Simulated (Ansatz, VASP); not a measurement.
**KAg: VASP beside Ansatz**

Contents of INCAR:

```
SYSTEM = KAg
  PREC = Accurate
  ENCUT = 600
  EDIFF = 1E-6
  ISMEAR = 0
  SIGMA = 0.1
  LREAL = .False.
  LASPH = .True.
  NELM = 80
  ALGO = Fast
  ISIF = 3
  LWAVE = .False.
  LCHARG = .False.
  GGA = PE
  IBRION = 2
  NSW = 90
  EDIFFG = -0.04
```

Contents of KPOINTS:

```
Automatic mesh
0
Gamma
  6 6 6
  0 0 0
```

POSCAR

```
KAg
1.0
   -2.1490928865      2.8228753552      5.6482973125
    2.1490928865     -2.8228753552      5.6482973125
    2.1490928865      2.8228753552     -5.6482973125
K Ag
2 2
Direct
    0.8530327427      0.6030327427      0.2500000000
    0.1469672573      0.3969672573      0.7500000000
    0.5781770806      0.8281770806      0.7500000000
    0.4218229194      0.1718229194      0.2500000000
```

Input for Ansatz:

```yaml
crystal:
  lattice:
    - [-2.1490928865, 2.8228753552, 5.6482973125]
    - [2.1490928865, -2.8228753552, 5.6482973125]
    - [2.1490928865, 2.8228753552, -5.6482973125]
  atoms:
    - { symbol: K, position: [0.8530327427, 0.6030327427, 0.25] }
    - { symbol: K, position: [0.1469672573, 0.3969672573, 0.75] }
    - { symbol: Ag, position: [0.5781770806, 0.8281770806, 0.75] }
    - { symbol: Ag, position: [0.4218229194, 0.1718229194, 0.25] }
basis:
  ecutwfc: 420
kpoints:
  mp_grid: { grid: [6, 6, 6] }
hamiltonian:
  xc: pbe
scf:
  occupations: { method: gaussian, width: 0.1 }
  lower_state_search: "off"
output:
  forces: true
  stress: true
  eigenvalues: true
relax:
  adjacent_minimum: "off"
  f_tol: 0.04
  max_steps: 70
  cell: { stress_tol: 0.4 }
```

Alike in both runs: task relaxation of cell and atoms; functional PBE; k mesh 6 × 6 × 6; occupations gaussian, width 0.1 eV; no spin polarisation.

|  | VASP | Ansatz |
| --- | --- | --- |
| version | VASP 6.6.1 | Ansatz 0.2.0 |
| potentials or method | VASP PAW PBE potentials, release 64 (K_sv, Ag), cutoff 600 eV | scalar-relativistic, plane waves, PAW |
| valence electrons in the cell | 40 | 56 |

|  | VASP | Ansatz | Ansatz less VASP |
| --- | --- | --- | --- |
| gap on the k mesh at the Fermi level, each at its own relaxed structure (eV) | none | none | - |
| relaxed volume (Å³/atom) | 34.62 | 34.29 | -0.325 |
| relaxed cell length with the largest relative difference (Å) | 6.705 | 6.691 | -0.0137 |

A gap of «none» marks a metal or a gap that the smearing closes. VASP's potentials hold 40 valence electrons a cell and Ansatz's 56, so a difference there can come from the potentials and not from the codes.
